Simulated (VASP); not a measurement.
# TiW14 (a cell with a defect) in VASP: further runs, part 2 of 2

VASP 6.6.1. The steps go on from the part before.

## 4. Single point, PBE

INCAR reads:

```
SYSTEM = TiW14
ALGO     = Normal         ! electronic algorithm
EDIFF    = 1E-6           ! SCF threshold, eV
ENCUT    = 520            ! plane-wave cutoff, eV
GGA      = PE             ! functional
ISIF     = 2              ! what is computed and relaxed
ISMEAR   = 0              ! smearing method
LASPH    = .True.         ! aspherical terms in the spheres
LCHARG   = .False.        ! write CHGCAR
LREAL    = Auto         
LWAVE    = .False.        ! write WAVECAR
NBANDS   = 117            ! bands
NELM     = 80             ! most SCF steps
PREC     = Accurate       ! precision mode
SIGMA    = 0.1            ! smearing width, eV
```

KPOINTS reads:

```
k-points
0
Gamma
  3 3 3
  0 0 0
```

POSCAR reads:

```
TiW14
1.0
    6.3200000000      0.0000000000      0.0000000000
    0.0000000000      6.3200000000      0.0000000000
    0.0000000000      0.0000000000      6.3200000000
Ti W
1 14
Direct
    0.2423466772      0.2423466772      0.2423466772
    0.5037299051     -0.0018435127     -0.0018435127
   -0.0018435127      0.5037299051     -0.0018435127
   -0.0018435127     -0.0018435127      0.5037299051
    0.4992387658      0.4992387658      0.0007289557
    0.4992387658      0.0007289557      0.4992387658
    0.7512343354      0.2493267405      0.2493267405
    0.0007289557      0.4992387658      0.4992387658
    0.2493267405      0.7512343354      0.2493267405
    0.2493267405      0.2493267405      0.7512343354
    0.5017851266      0.5017851266      0.5017851266
    0.7552943038      0.7552943038      0.2455640823
    0.7552943038      0.2455640823      0.7552943038
    0.2455640823      0.7552943038      0.7552943038
    0.7505781646      0.7505781646      0.7505781646
```

Potentials or basis: VASP PAW PBE potentials, release 64 (Ti_sv, W_sv).

Command:

```
> cat potpaw_PBE.64/Ti_sv/POTCAR potpaw_PBE.64/W_sv/POTCAR > POTCAR
> mpirun -np 1 vasp_std > vasp.out
```

OUTCAR:

```text
SYSTEM = TiW14
   EDIFF = 1E-6
   ENCUT = 520
   GGA = PE
   ISIF = 2
   ISMEAR = 0
   LASPH = .True.
   LREAL = Auto
   NELM = 80
   PREC = Accurate

 ion  position               nearest neighbor table
   1  0.242  0.242  0.242-   2 2.74   3 2.74   4 2.74   5 2.76   6 2.76   8 2.76  11 2.84   9 3.10
                            10 3.10   7 3.10
   2  0.504  0.998  0.998-  12 2.71  13 2.71  15 2.71  14 2.72   7 2.74   1 2.74   9 2.75  10 2.75
                             5 3.15   6 3.15   5 3.17   6 3.17
   3  0.998  0.504  0.998-  12 2.71  14 2.71  15 2.71  13 2.72   9 2.74   1 2.74   7 2.75  10 2.75
                             5 3.15   8 3.15   5 3.17   8 3.17
   4  0.998  0.998  0.504-  13 2.71  14 2.71  15 2.71  12 2.72  10 2.74   1 2.74   9 2.75   7 2.75
                             6 3.15   8 3.15   6 3.17   8 3.17
   5  0.499  0.499  0.001-  10 2.73   9 2.74   7 2.74  15 2.75  14 2.76  13 2.76   1 2.76  12 2.76
                             3 3.15   2 3.15  11 3.15  11 3.17   2 3.17   3 3.17
   6  0.499  0.001  0.499-   9 2.73   7 2.74  10 2.74  15 2.75  14 2.76  12 2.76   1 2.76  13 2.76
                             4 3.15   2 3.15  11 3.15  11 3.17   2 3.17   4 3.17
   7  0.751  0.249  0.249-   8 2.73   2 2.74   6 2.74   5 2.74   4 2.75   3 2.75  11 2.75   1 3.10
                            12 3.12  13 3.12  12 3.20  13 3.20
   8  0.001  0.499  0.499-   7 2.73   9 2.74  10 2.74  15 2.75  13 2.76  12 2.76   1 2.76  14 2.76
                             4 3.15   3 3.15  11 3.15  11 3.17   3 3.17   4 3.17
   9  0.249  0.751  0.249-   6 2.73   3 2.74   5 2.74   8 2.74   4 2.75   2 2.75  11 2.75   1 3.10
                            12 3.12  14 3.12  12 3.20  14 3.20
  10  0.249  0.249  0.751-   5 2.73   4 2.74   6 2.74   8 2.74   2 2.75   3 2.75  11 2.75   1 3.10
                            13 3.12  14 3.12  13 3.20  14 3.20
  11  0.502  0.502  0.502-  15 2.72   9 2.75  10 2.75   7 2.75  13 2.78  14 2.78  12 2.78   1 2.84
                             6 3.15   8 3.15   5 3.15   5 3.17   6 3.17   8 3.17
  12  0.755  0.755  0.246-   2 2.71   3 2.71   4 2.72   6 2.76   8 2.76   5 2.76  11 2.78   9 3.12
                             7 3.12  15 3.13  15 3.19   7 3.20   9 3.20
  13  0.755  0.246  0.755-   2 2.71   4 2.71   3 2.72   5 2.76   8 2.76   6 2.76  11 2.78  10 3.12
                             7 3.12  15 3.13  15 3.19   7 3.20  10 3.20
  14  0.246  0.755  0.755-   3 2.71   4 2.71   2 2.72   5 2.76   6 2.76   8 2.76  11 2.78  10 3.12
                             9 3.12  15 3.13  15 3.19   9 3.20  10 3.20
  15  0.751  0.751  0.751-   2 2.71   3 2.71   4 2.71  11 2.72   6 2.75   8 2.75   5 2.75  12 3.13
                            13 3.13  14 3.13  12 3.19  13 3.19  14 3.19

  LATTYP: Found a simple cubic cell.
 ALAT       =     6.3200000000

  Lattice vectors:

 A1 = (   6.3200000000,   0.0000000000,   0.0000000000)
 A2 = (   0.0000000000,   6.3200000000,   0.0000000000)
 A3 = (   0.0000000000,   0.0000000000,   6.3200000000)

Analysis of symmetry for initial positions (statically):
=====================================================================
 Subroutine PRICEL returns:
 Original cell was already a primitive cell.

 Routine SETGRP: Setting up the symmetry group for a
 simple cubic supercell.

 Subroutine GETGRP returns: Found  6 space group operations
 (whereof  6 operations were pure point group operations)
 out of a pool of 48 trial point group operations.

The static configuration has the point symmetry C_3v.

Analysis of symmetry for dynamics (positions and initial velocities):
=====================================================================
 Subroutine PRICEL returns:
 Original cell was already a primitive cell.

 Routine SETGRP: Setting up the symmetry group for a
 simple cubic supercell.

 Subroutine GETGRP returns: Found  6 space group operations
 (whereof  6 operations were pure point group operations)
 out of a pool of 48 trial point group operations.

[... 106 lines left out ...]
   NELM   =     80;   NELMIN=  2; NELMDL= -5     # of ELM steps
   EDIFF  = 0.1E-05   stopping-criterion for ELM
   LREAL  =      T    real-space projection
   EDIFFG = 0.1E-04   stopping-criterion for IOM
   NSW    =      0    number of steps for IOM
   IBRION =     -1    ionic relax: 0-MD 1-quasi-New 2-CG
   NFREE  =      0    steps in history (QN), initial steepest desc. (CG)
   ISIF   =      2    stress and relaxation
   ISYM   =      2    0-nonsym 1-usesym 2-fastsym
   POTIM  = 0.5000    time-step for ionic-motion
   TEBEG  =    0.0;   TEEND  =   0.0 temperature during run
   PSTRESS=    0.0 pullay stress
   NELECT =     208.0000    total number of electrons
   NUPDOWN=      -1.0000    fix difference up-down
   EMIN   =  10.00;   EMAX   =-10.00  energy-range for DOS
   EFERMI =   0.00;   METHOD = LEGACY
   ISMEAR =     0;   SIGMA  =   0.10  broadening in eV -4-tet -1-fermi 0-gaus
   EFERMI_NEDOS =   21; number of points for ismear=-14 and -15
   IALGO  =     38    algorithm
   IMIX   =      4    mixing-type and parameters
     AMIX     =   0.40;   BMIX     =  1.00
     AMIX_MAG =   1.60;   BMIX_MAG =  1.00
  volume/ion in A,a.u.               =      16.83       113.57
  Fermi-wavevector in a.u.,A,eV,Ry     =   1.534778  2.900310 32.049110  2.355543
  Thomas-Fermi vector in A             =   2.641658
   LORBIT       =      0    0 simple, 1 ext, 2 COOP (PROOUT), +10 PAW based schemes
   GGA     = PE    functional components
   LHFCALC =     F    Hartree Fock is set to
   AEXX    =    0.0000 exact exchange contribution
   IVDW    =     0    specifies the selected vdW correction
   LEPSILON=     F    determine dielectric tensor
   LRPA    =     F    only Hartree local field effects (RPA)
 non-spin polarized calculation
 Gauss-broadening in eV      SIGMA  =   0.10
  energy-cutoff  :      520.00
  volume of cell :      252.44
 maximum number of plane-waves:      6859
   NGX = 23   NGY = 23   NGZ = 23

 number of electron     208.0000009 magnetization

 Free energy of the ion-electron system (eV)
  ---------------------------------------------------
  ext. energy  EPLUGINS =         0.00000000
  ---------------------------------------------------
  free energy    TOTEN  =      -186.33440722 eV

  energy without entropy =     -186.27416571  energy(sigma->0) =     -186.30428646

 E-fermi :  10.0889     XC(G=0): -13.1154

 val. band max:       10.0705452886   @ k =   0.0000   0.0000   0.0000
 cond. band min:      10.1097117234   @ k =  -0.3333   0.3333   0.0000
 fundamental gap:      0.0391664348
 Fermi energy:        10.0889258803

 k-point     1 :       0.0000    0.0000    0.0000
  band No.  band energies     occupation
      1     -63.7770      2.00000
      2     -63.7256      2.00000
      3     -63.7233      2.00000
      4     -63.7233      2.00000
      5     -63.6913      2.00000
      6     -63.6832      2.00000
[... 703 lines left out ...]
    115      12.1806      0.00000
    116      12.5247      0.00000
 [bands above 116 left out]

------------------------ aborting loop because EDIFF is reached ----------------------------------------

  FORCE on cell =-STRESS in cart. coord.  units (eV):
  Direction    XX          YY          ZZ          XY          YZ          ZX
  --------------------------------------------------------------------------------------
  -------------------------------------------------------------------------------------
  Total       -0.0601306     -0.0601306     -0.0601306     -0.5873087     -0.5873087     -0.5873087
  in kB       -0.3816409     -0.3816409     -0.3816409     -3.7275696     -3.7275696     -3.7275696
  external PRESSURE =      -0.3816409 kB  Pullay stress =       0.0000000 kB

 VOLUME and BASIS-vectors are now :
 -----------------------------------------------------------------------------
  energy-cutoff  :      520.00
  volume of cell :      252.44
      direct lattice vectors                 reciprocal lattice vectors
     6.320000000  0.000000000  0.000000000     0.158227848  0.000000000  0.000000000
     0.000000000  6.320000000  0.000000000     0.000000000  0.158227848  0.000000000
     0.000000000  0.000000000  6.320000000     0.000000000  0.000000000  0.158227848

 POSITION                                       TOTAL-FORCE (eV/Angst)
 -----------------------------------------------------------------------------------
      1.53163      1.53163      1.53163        -0.009791     -0.009791     -0.009791
      3.18357      6.30835      6.30835        -0.022513      0.012514      0.012514
      6.30835      3.18357      6.30835         0.012514     -0.022513      0.012514
      6.30835      6.30835      3.18357         0.012514      0.012514     -0.022513
      3.15519      3.15519      0.00461        -0.001666     -0.001666     -0.001365
      3.15519      0.00461      3.15519        -0.001666     -0.001365     -0.001666
      4.74780      1.57574      1.57574         0.008896     -0.004066     -0.004066
      0.00461      3.15519      3.15519        -0.001365     -0.001666     -0.001666
      1.57574      4.74780      1.57574        -0.004066      0.008896     -0.004066
      1.57574      1.57574      4.74780        -0.004066     -0.004066      0.008896
      3.17128      3.17128      3.17128         0.000337      0.000337      0.000337
      4.77346      4.77346      1.55197         0.007441      0.007441     -0.005710
      4.77346      1.55197      4.77346         0.007441     -0.005710      0.007441
      1.55197      4.77346      4.77346        -0.005710      0.007441      0.007441
      4.74365      4.74365      4.74365         0.001701      0.001701      0.001701
 -----------------------------------------------------------------------------------
    total drift:                                0.002278      0.002278      0.002278

  FREE ENERGIE OF THE ION-ELECTRON SYSTEM (eV)
  ---------------------------------------------------
  free  energy   TOTEN  =      -186.3344072172 eV

  energy  without entropy=     -186.2741657113  energy(sigma->0) =     -186.30428646
```

Wall time 4.1 min (1 thread of Intel Xeon Platinum 8488C (Sapphire Rapids), shared host); peak memory 0.39 GiB.

Results:

```
Free energy            : -186.3344 eV
Pressure               : 0.0 GPa
Largest force          : 0.029 eV/Å
Band gap on the k mesh : zero (bands 104 and 105 overlap by 0.91 eV)
```

Forces on the atoms (eV/Å):
```
Ti  -0.010 -0.010 -0.010
W   -0.023  0.013  0.013
W    0.013 -0.023  0.013
W    0.013  0.013 -0.023
W   -0.002 -0.002 -0.001
W   -0.002 -0.001 -0.002
W    0.009 -0.004 -0.004
W   -0.001 -0.002 -0.002
W   -0.004  0.009 -0.004
W   -0.004 -0.004  0.009
W    0.000  0.000  0.000
W    0.007  0.007 -0.006
W    0.007 -0.006  0.007
W   -0.006  0.007  0.007
W    0.002  0.002  0.002
```

Caveat: spin-orbit coupling is left out, which moves the levels of the heavy elements.
